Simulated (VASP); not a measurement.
# PbF2 (I4/mmm) in VASP: notebook, part 2 of 2

VASP 6.6.1. Earlier steps stand in the parts before.

## (4) Single point, PBE+D3(BJ) (strain -0.030 along x and y, +0.030 along z)

INCAR

```
PREC = Accurate
ENCUT = 520
EDIFF = 1E-6
ISMEAR = 0
SIGMA = 0.05
LREAL = F
LASPH = T
NELM = 100
ALGO = Normal
ISIF = 2
LWAVE = F
LCHARG = T
GGA = PE
IVDW = 12
LELF = T
LVHAR = T
NBANDS = 21
```

KPOINTS

```
Automatic mesh
0
Gamma
  8 8 8
```

POSCAR

```
PbF2
1.0
    0.0000000000      2.8807545000      3.0589455000
    2.8807545000      0.0000000000      3.0589455000
    2.8807545000      2.8807545000      0.0000000000
Pb F
1 2
Direct
    0.0000000000      0.0000000000      0.0000000000
    0.2500000000      0.2500000000      0.2500000000
    0.7500000000      0.7500000000      0.7500000000
```

Potentials or basis: VASP PAW PBE potentials, release 64 (Pb_d, F).

Run with:

```
$ cat potpaw_PBE.64/Pb_d/POTCAR potpaw_PBE.64/F/POTCAR > POTCAR
$ mpirun -np 1 vasp_std > vasp.out
```

OUTCAR:

```text
PREC = Accurate
   ENCUT = 520
   EDIFF = 1E-6
   ISMEAR = 0
   LREAL = F
   LASPH = T
   NELM = 100
   ISIF = 2
   GGA = PE
   IVDW = 12
 IVDW          = 12

 ion  position               nearest neighbor table
   1  0.000  0.000  0.000-   3 2.55   3 2.55   3 2.55   2 2.55   3 2.55   2 2.55   2 2.55   2 2.55

   2  0.250  0.250  0.250-   1 2.55   1 2.55   1 2.55   1 2.55
   3  0.750  0.750  0.750-   1 2.55   1 2.55   1 2.55   1 2.55

  LATTYP: Found a body centered tetragonal cell.
 ALAT       =     4.0740020838
 C/A-ratio  =     1.5016906899

  Lattice vectors:

 A1 = (  -2.8807545000,   0.0000000000,   3.0589455000)
 A2 = (   2.8807545000,   0.0000000000,   3.0589455000)
 A3 = (   0.0000000000,   2.8807545000,  -3.0589455000)

Analysis of symmetry for initial positions (statically):
=====================================================================
 Subroutine PRICEL returns:
 Original cell was already a primitive cell.

 Routine SETGRP: Setting up the symmetry group for a
 body centered tetragonal supercell.

 Subroutine GETGRP returns: Found 16 space group operations
 (whereof 16 operations were pure point group operations)
 out of a pool of 16 trial point group operations.

The static configuration has the point symmetry D_4h.

Analysis of symmetry for dynamics (positions and initial velocities):
=====================================================================
 Subroutine PRICEL returns:
 Original cell was already a primitive cell.

 Routine SETGRP: Setting up the symmetry group for a
 body centered tetragonal supercell.

 Subroutine GETGRP returns: Found 16 space group operations
 (whereof 16 operations were pure point group operations)
 out of a pool of 16 trial point group operations.

The dynamic configuration has the point symmetry D_4h.

[... 114 lines left out ...]
   EFERMI =   0.00;   METHOD = LEGACY
   ISMEAR =     0;   SIGMA  =   0.05  broadening in eV -4-tet -1-fermi 0-gaus
   EFERMI_NEDOS =   21; number of points for ismear=-14 and -15
   IALGO  =     38    algorithm
   IMIX   =      4    mixing-type and parameters
     AMIX     =   0.40;   BMIX     =  1.00
     AMIX_MAG =   1.60;   BMIX_MAG =  1.00
  volume/ion in A,a.u.               =      16.92       114.21
  Fermi-wavevector in a.u.,A,eV,Ry     =   1.342526  2.537007 24.522822  1.802377
  Thomas-Fermi vector in A             =   2.470673
   LORBIT       =      0    0 simple, 1 ext, 2 COOP (PROOUT), +10 PAW based schemes
   GGA     = PE    functional components
   LHFCALC =     F    Hartree Fock is set to
   AEXX    =    0.0000 exact exchange contribution
   IVDW    =    12    specifies the selected vdW correction
   LEPSILON=     F    determine dielectric tensor
   LRPA    =     F    only Hartree local field effects (RPA)
 non-spin polarized calculation
 Gauss-broadening in eV      SIGMA  =   0.05
  energy-cutoff  :      520.00
  volume of cell :       50.77
 maximum number of plane-waves:      1388
   NGX = 15   NGY = 15   NGZ = 15

 number of electron      28.0000001 magnetization

 Free energy of the ion-electron system (eV)
  ---------------------------------------------------
  ext. energy  EPLUGINS =         0.00000000
  ---------------------------------------------------
  free energy    TOTEN  =       -14.28361615 eV

  energy without entropy =      -14.28361615  energy(sigma->0) =      -14.28361615

 E-fermi :   2.5801     XC(G=0):  -9.5354

 val. band max:        2.2911404368   @ k =  -0.3750   0.3750   0.0000
 cond. band min:       6.5191682221   @ k =   0.5000   0.0000   0.5000
 fundamental gap:      4.2280277853
 Fermi energy:         2.5800754099

 k-point     1 :       0.0000    0.0000    0.0000
  band No.  band energies     occupation
      1     -19.0895      2.00000
      2     -18.4144      2.00000
      3     -12.3086      2.00000
      4     -12.2625      2.00000
      5     -12.2625      2.00000
      6     -12.2206      2.00000
[... 565 lines left out ...]
     20      17.2902      0.00000
     21      18.0194      0.00000

 [... further k-points ...]

------------------------ aborting loop because EDIFF is reached ----------------------------------------

 Edisp (eV)   -0.47209

 E8    (eV) :    -0.2032

  FORCE on cell =-STRESS in cart. coord.  units (eV):
  Direction    XX          YY          ZZ          XY          YZ          ZX
  --------------------------------------------------------------------------------------
  -------------------------------------------------------------------------------------
  Total       1.27735     1.27735     0.28905     0.00000     0.00000     0.00000
  in kB      40.30925    40.30925     9.12170     0.00000     0.00000     0.00000
  external pressure =       29.91 kB  Pullay stress =        0.00 kB

 VOLUME and BASIS-vectors are now :
 -----------------------------------------------------------------------------
  energy-cutoff  :      520.00
  volume of cell :       50.77
      direct lattice vectors                 reciprocal lattice vectors
     0.000000000  2.880754500  3.058945500    -0.173565641  0.173565641  0.163455021
     2.880754500  0.000000000  3.058945500     0.173565641 -0.173565641  0.163455021
     2.880754500  2.880754500  0.000000000     0.173565641  0.173565641 -0.163455021

 POSITION                                       TOTAL-FORCE (eV/Angst)
 -----------------------------------------------------------------------------------
      0.00000      0.00000      0.00000         0.000000      0.000000     -0.000000
      1.44038      1.44038      1.52947        -0.000000     -0.000000     -0.000000
      4.32113      4.32113      4.58842         0.000000      0.000000      0.000000
 -----------------------------------------------------------------------------------
    total drift:                                0.000000     -0.000000      0.000000

  FREE ENERGIE OF THE ION-ELECTRON SYSTEM (eV)
  ---------------------------------------------------
  free  energy   TOTEN  =       -14.7557102155 eV

  energy  without entropy=      -14.7557102155  energy(sigma->0) =      -14.75571022
```

stdout:

```text
POSCAR found type information on POSCAR PbF
 POSCAR found :  2 types and       3 ions
 scaLAPACK will be used
 LDA part: xc-table for (Slater+PW92), standard interpolation
 POSCAR, INCAR and KPOINTS ok, starting setup
 FFT: planning ... GRIDC
 FFT: planning ... GRID_SOFT
 FFT: planning ... GRID
 WAVECAR not read
 entering main loop
```

Wall time 33 s (1 thread of Intel Xeon Platinum 8559C (Emerald Rapids), shared host); peak memory 0.23 GiB.

What came out:

- Free energy: -14.7557 eV
- Pressure: 3.0 GPa
- Band gap on the k mesh: 4.23 eV, indirect (least direct gap 4.49 eV)
- Dispersion energy per atom: -0.157 eV

Caveat: the cell differs from its parent crystal (strain -0.030 along x and y, +0.030 along z); spin-orbit coupling is left out, which moves the levels of the heavy elements.

## (5) Single point, PBE+D3(BJ) (strain -0.015 along x and y, +0.000 along z)

INCAR

```
SYSTEM = PbF2
ALGO = Normal ; EDIFF = 1E-6
ENCUT = 520 ; GGA = PE
ISIF = 2 ; ISMEAR = 0
IVDW = 12 ; LASPH = .True.
LCHARG = .False. ; LREAL = .False.
LWAVE = .False. ; NBANDS = 21
NELM = 60 ; PREC = Accurate
SIGMA = 0.05
```

KPOINTS

```
k-points
0
Gamma
  8 8 8
  0 0 0
```

POSCAR

```
PbF2
1.0
    0.0000000000      2.9253022500      2.9698500000
    2.9253022500      0.0000000000      2.9698500000
    2.9253022500      2.9253022500      0.0000000000
Pb F
1 2
Direct
    0.0000000000      0.0000000000      0.0000000000
    0.2500000000      0.2500000000      0.2500000000
    0.7500000000      0.7500000000      0.7500000000
```

Potentials or basis: VASP PAW PBE potentials, release 64 (Pb_d, F).

Run with:

```
$ cat potpaw_PBE.64/Pb_d/POTCAR potpaw_PBE.64/F/POTCAR > POTCAR
$ mpirun -np 1 vasp_std > vasp.out
```

OUTCAR:

```text
SYSTEM = PbF2
   EDIFF = 1E-6
   ENCUT = 520
   GGA = PE
   ISIF = 2
   ISMEAR = 0
   IVDW = 12
   LASPH = .True.
   LREAL = .False.
   NELM = 60
   PREC = Accurate
 IVDW          = 12

 ion  position               nearest neighbor table
   1  0.000  0.000  0.000-   3 2.55   3 2.55   2 2.55   3 2.55   2 2.55   2 2.55   3 2.55   2 2.55

   2  0.250  0.250  0.250-   1 2.55   1 2.55   1 2.55   1 2.55
   3  0.750  0.750  0.750-   1 2.55   1 2.55   1 2.55   1 2.55

  LATTYP: Found a body centered tetragonal cell.
 ALAT       =     4.1370021160
 C/A-ratio  =     1.4357498095

  Lattice vectors:

 A1 = (  -2.9253022500,   0.0000000000,   2.9698500000)
 A2 = (   2.9253022500,   0.0000000000,   2.9698500000)
 A3 = (   0.0000000000,   2.9253022500,  -2.9698500000)

Analysis of symmetry for initial positions (statically):
=====================================================================
 Subroutine PRICEL returns:
 Original cell was already a primitive cell.

 Routine SETGRP: Setting up the symmetry group for a
 body centered tetragonal supercell.

 Subroutine GETGRP returns: Found 16 space group operations
 (whereof 16 operations were pure point group operations)
 out of a pool of 16 trial point group operations.

The static configuration has the point symmetry D_4h.

Analysis of symmetry for dynamics (positions and initial velocities):
=====================================================================
 Subroutine PRICEL returns:
 Original cell was already a primitive cell.

 Routine SETGRP: Setting up the symmetry group for a
 body centered tetragonal supercell.

 Subroutine GETGRP returns: Found 16 space group operations
 (whereof 16 operations were pure point group operations)
 out of a pool of 16 trial point group operations.

The dynamic configuration has the point symmetry D_4h.
[... 115 lines left out ...]
   EFERMI =   0.00;   METHOD = LEGACY
   ISMEAR =     0;   SIGMA  =   0.05  broadening in eV -4-tet -1-fermi 0-gaus
   EFERMI_NEDOS =   21; number of points for ismear=-14 and -15
   IALGO  =     38    algorithm
   IMIX   =      4    mixing-type and parameters
     AMIX     =   0.40;   BMIX     =  1.00
     AMIX_MAG =   1.60;   BMIX_MAG =  1.00
  volume/ion in A,a.u.               =      16.94       114.34
  Fermi-wavevector in a.u.,A,eV,Ry     =   1.342020  2.536049 24.504317  1.801016
  Thomas-Fermi vector in A             =   2.470207
   LORBIT       =      0    0 simple, 1 ext, 2 COOP (PROOUT), +10 PAW based schemes
   GGA     = PE    functional components
   LHFCALC =     F    Hartree Fock is set to
   AEXX    =    0.0000 exact exchange contribution
   IVDW    =    12    specifies the selected vdW correction
   LEPSILON=     F    determine dielectric tensor
   LRPA    =     F    only Hartree local field effects (RPA)
 non-spin polarized calculation
 Gauss-broadening in eV      SIGMA  =   0.05
  energy-cutoff  :      520.00
  volume of cell :       50.83
 maximum number of plane-waves:      1391
   NGX = 15   NGY = 15   NGZ = 15

 number of electron      27.9999993 magnetization

 Free energy of the ion-electron system (eV)
  ---------------------------------------------------
  ext. energy  EPLUGINS =         0.00000000
  ---------------------------------------------------
  free energy    TOTEN  =       -14.30379736 eV

  energy without entropy =      -14.30379736  energy(sigma->0) =      -14.30379736

 E-fermi :   2.4517     XC(G=0):  -9.5268

 val. band max:        2.2076114356   @ k =  -0.2500   0.5000   0.2500
 cond. band min:       6.5844394134   @ k =   0.5000   0.0000   0.5000
 fundamental gap:      4.3768279778
 Fermi energy:         2.4517081413

 k-point     1 :       0.0000    0.0000    0.0000
  band No.  band energies     occupation
      1     -19.1071      2.00000
      2     -18.4429      2.00000
      3     -12.2873      2.00000
      4     -12.2763      2.00000
      5     -12.2763      2.00000
      6     -12.2146      2.00000
[... 565 lines left out ...]
     20      17.1758      0.00000
     21      17.9580      0.00000

 [... further k-points ...]

------------------------ aborting loop because EDIFF is reached ----------------------------------------

 Edisp (eV)   -0.47136

 E8    (eV) :    -0.2028

  FORCE on cell =-STRESS in cart. coord.  units (eV):
  Direction    XX          YY          ZZ          XY          YZ          ZX
  --------------------------------------------------------------------------------------
  -------------------------------------------------------------------------------------
  Total       1.03936     1.03936     0.79547     0.00000    -0.00000     0.00000
  in kB      32.76213    32.76213    25.07424     0.00000    -0.00000     0.00000
  external pressure =       30.20 kB  Pullay stress =        0.00 kB

 VOLUME and BASIS-vectors are now :
 -----------------------------------------------------------------------------
  energy-cutoff  :      520.00
  volume of cell :       50.83
      direct lattice vectors                 reciprocal lattice vectors
     0.000000000  2.925302250  2.969850000    -0.170922509  0.170922509  0.168358671
     2.925302250  0.000000000  2.969850000     0.170922509 -0.170922509  0.168358671
     2.925302250  2.925302250  0.000000000     0.170922509  0.170922509 -0.168358671

 POSITION                                       TOTAL-FORCE (eV/Angst)
 -----------------------------------------------------------------------------------
      0.00000      0.00000      0.00000        -0.000000      0.000000      0.000000
      1.46265      1.46265      1.48493         0.000000      0.000000     -0.000000
      4.38795      4.38795      4.45477        -0.000000     -0.000000      0.000000
 -----------------------------------------------------------------------------------
    total drift:                                0.000000     -0.000000      0.000000

  FREE ENERGIE OF THE ION-ELECTRON SYSTEM (eV)
  ---------------------------------------------------
  free  energy   TOTEN  =       -14.7751562159 eV

  energy  without entropy=      -14.7751562159  energy(sigma->0) =      -14.77515622
```

OSZICAR:

```text
N       E                     dE             d eps       ncg     rms          rms(c)
DAV:   1     0.298631082096E+03    0.29863E+03   -0.14748E+04  2504   0.153E+03
DAV:   2     0.104933924366E+02   -0.28814E+03   -0.27008E+03  2649   0.429E+02
DAV:   3    -0.154386829248E+02   -0.25932E+02   -0.25633E+02  2898   0.137E+02
DAV:   4    -0.161678139264E+02   -0.72913E+00   -0.72860E+00  2907   0.244E+01
DAV:   5    -0.161929927080E+02   -0.25179E-01   -0.25177E-01  3210   0.472E+00    0.796E+00
DAV:   6    -0.143045685927E+02    0.18884E+01   -0.84874E+00  3339   0.233E+01    0.258E+00
DAV:   7    -0.143070738030E+02   -0.25052E-02   -0.43582E-01  2623   0.405E+00    0.154E+00
DAV:   8    -0.143062685683E+02    0.80523E-03   -0.98843E-02  2588   0.352E+00    0.553E-01
DAV:   9    -0.143026691468E+02    0.35994E-02   -0.19090E-02  3328   0.109E+00    0.101E-01
DAV:  10    -0.143037865276E+02   -0.11174E-02   -0.14247E-03  2543   0.286E-01    0.308E-02
DAV:  11    -0.143037892200E+02   -0.26923E-05   -0.10594E-04  2857   0.867E-02    0.895E-03
DAV:  12    -0.143037974861E+02   -0.82662E-05   -0.15685E-05  2608   0.269E-02    0.417E-03
DAV:  13    -0.143037973579E+02    0.12820E-06   -0.19353E-06  2784   0.119E-02
   1 F= -.14775156E+02 E0= -.14775156E+02  d E =-.102070E-13
```

It took 25 s on 1 thread of Intel Xeon Platinum 8559C (Emerald Rapids), shared host; peak memory 0.22 GiB.

What came out:

```yaml
Free_energy: -14.7752 eV
Pressure: 3.0 GPa
Band_gap_on_the_k_mesh: 4.38 eV, indirect (least direct gap 4.54 eV)
Dispersion_energy_per_atom: -0.157 eV
```

Caveat: the cell differs from its parent crystal (strain -0.015 along x and y, +0.000 along z); spin-orbit coupling is left out, which moves the levels of the heavy elements.

## (6) Single point, PBE+D3(BJ) (strain +0.000 along x and y, -0.015 along z)

INCAR

```
PREC     = Accurate       # precision mode
ENCUT    = 520            # plane-wave cutoff, eV
EDIFF    = 1E-6           # SCF threshold, eV
ISMEAR   = 0              # smearing method
SIGMA    = 0.05           # smearing width, eV
LREAL    = False          # projectors in reciprocal space
LASPH    = True           # aspherical terms in the spheres
NELM     = 80             # most SCF steps
ALGO     = Normal         # electronic algorithm
ISIF     = 2              # what is computed and relaxed
LWAVE    = False          # write WAVECAR
LCHARG   = False          # write CHGCAR
GGA      = PE             # functional
IVDW     = 12             # dispersion correction
NBANDS   = 21             # bands
```

KPOINTS

```
regular mesh
0
Gamma
  8 8 8
```

POSCAR

```
PbF2
1.0
    0.0000000000      2.9698500000      2.9253022500
    2.9698500000      0.0000000000      2.9253022500
    2.9698500000      2.9698500000      0.0000000000
Pb F
1 2
Direct
    0.0000000000      0.0000000000      0.0000000000
    0.2500000000      0.2500000000      0.2500000000
    0.7500000000      0.7500000000      0.7500000000
```

Potentials or basis: VASP PAW PBE potentials, release 64 (Pb_d, F).

Run with:

```
$ cat potpaw_PBE.64/Pb_d/POTCAR potpaw_PBE.64/F/POTCAR > POTCAR
$ mpirun -np 1 vasp_std > vasp.out
```

Run time: 28 s. Hardware: 1 thread of Intel Xeon Platinum 8559C (Emerald Rapids), shared host; peak memory 0.22 GiB.

The run converged. Its results:

```
Free energy                : -14.7882 eV
Pressure                   : 1.8 GPa
Band gap on the k mesh     : 4.35 eV, indirect (least direct gap 4.55 eV)
Dispersion energy per atom : -0.155 eV
```

Stress tensor (GPa, compression positive):
```
1.52 0.00 0.00
0.00 1.52 0.00
0.00 0.00 2.30
```

Levels at points of the mesh, in eV from the valence-band top:
```tsv
k point	band 11	band 12	band 13	band 14	band 15	band 16	band 17	band 18
(0.00, 0.00, 0.00)	-2.55	-2.10	-2.10	-1.99	6.71	6.78	6.78	10.63
(0.50, 0.00, 0.00)	-2.75	-2.24	-2.22	-0.07	4.99	7.65	7.68	13.20
(0.50, 0.50, 0.00)	-1.65	-1.65	-1.59	-0.24	4.35	7.89	7.89	8.92
(0.50, 0.00, 0.50)	-1.66	-1.66	-1.59	-0.15	4.40	7.85	7.96	8.91
```

Caveat: the cell differs from its parent crystal (strain +0.000 along x and y, -0.015 along z); spin-orbit coupling is left out, which moves the levels of the heavy elements.

## (7) Summary

```tsv
cell	gap on the mesh (eV)	pressure (GPa)
a = 4.106, b = 4.106, c = 4.137 Å, angles 59.7, 59.7, 60.5°, 3 atoms	4.33	5.8
a = 4.170, b = 4.170, c = 4.074 Å, angles 60.8, 60.8, 58.5°, 3 atoms	4.28	4.3
a = 4.202, b = 4.202, c = 4.074 Å, angles 61.0, 61.0, 58.0°, 3 atoms	4.23	3.0
a = 4.169, b = 4.169, c = 4.137 Å, angles 60.3, 60.3, 59.5°, 3 atoms	4.38	3.0
a = 4.169, b = 4.169, c = 4.200 Å, angles 59.8, 59.8, 60.5°, 3 atoms	4.35	1.8
```

Alike in all rows: task single point; level PBE+D3(BJ); potentials or basis VASP PAW PBE potentials, release 64 (Pb_d, F); no spin polarisation; k mesh 8 × 8 × 8; cutoff (eV) 520; smearing gaussian 0.05 eV.

Caveats: spin-orbit coupling is left out, which moves the levels of the heavy elements.

Absolute energies hang on the potentials; compare differences alone.
